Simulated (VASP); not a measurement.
Set up this calculation in VASP 6.6.1, as the native input.

| Item | Value |
| --- | --- |
| Task | single point |
| Functional | PBE |
| Potentials or basis | VASP PAW PBE potentials, release 64 (Ga_d, As, N) |
| Cutoff | 520 eV |
| k mesh | 10 × 10 × 10 |
| Occupations | gaussian, width 0.1 eV |
| Spin | no spin polarisation |
| Dipole correction | no |
| Further INCAR settings | ALGO = Normal; EDIFF = 1e-06; NBANDS = 46 |

The structure of Ga4As3N lies in POSCAR:

```
Ga4As3N
1.0
   -2.5105896943      2.5105896943      5.5928208893
    2.5105896943     -2.5105896943      5.5928208893
    2.5105896943      2.5105896943     -5.5928208893
Ga As N
4 3 1
Direct
    0.0000000000      0.5000000000      0.5000000000
    0.8239460083      0.8239460083      0.0000000000
    0.5000000000      0.0000000000      0.5000000000
    0.1760539917      0.1760539917      0.0000000000
    0.2500000000      0.7500000000      0.5000000000
    0.7500000000      0.2500000000      0.5000000000
    0.5000000000      0.5000000000      0.0000000000
    0.0000000000      0.0000000000      0.0000000000
```

The input as run:

INCAR

```
SYSTEM = Ga4As3N
PREC = Accurate ; ENCUT = 520
EDIFF = 1E-6 ; ISMEAR = 0
SIGMA = 0.1 ; LREAL = .FALSE.
LASPH = .TRUE. ; NELM = 60
ALGO = Normal ; ISIF = 2
LWAVE = .FALSE. ; LCHARG = .FALSE.
GGA = PE ; NBANDS = 46
```

KPOINTS

```
regular mesh
0
G
  10 10 10
  0 0 0
```

Potentials or basis: VASP PAW PBE potentials, release 64 (Ga_d, As, N).

The run is started by

```bash
$ cat potpaw_PBE.64/Ga_d/POTCAR potpaw_PBE.64/As/POTCAR potpaw_PBE.64/N/POTCAR > POTCAR
$ mpirun -np 1 vasp_std > vasp.out
```

Results of the run:

```
Pressure               : 0.2 GPa
Largest force          : 0.014 eV/Å
Band gap on the k mesh : zero (band 36 reaches 6.39 eV, above the bottom of band 37 at 4.33 eV)
```

Wall time 8.5 min on 1 thread of Intel(R) Xeon(R) 6975P-C (Granite Rapids) (shared host), peak memory 0.72 GiB.
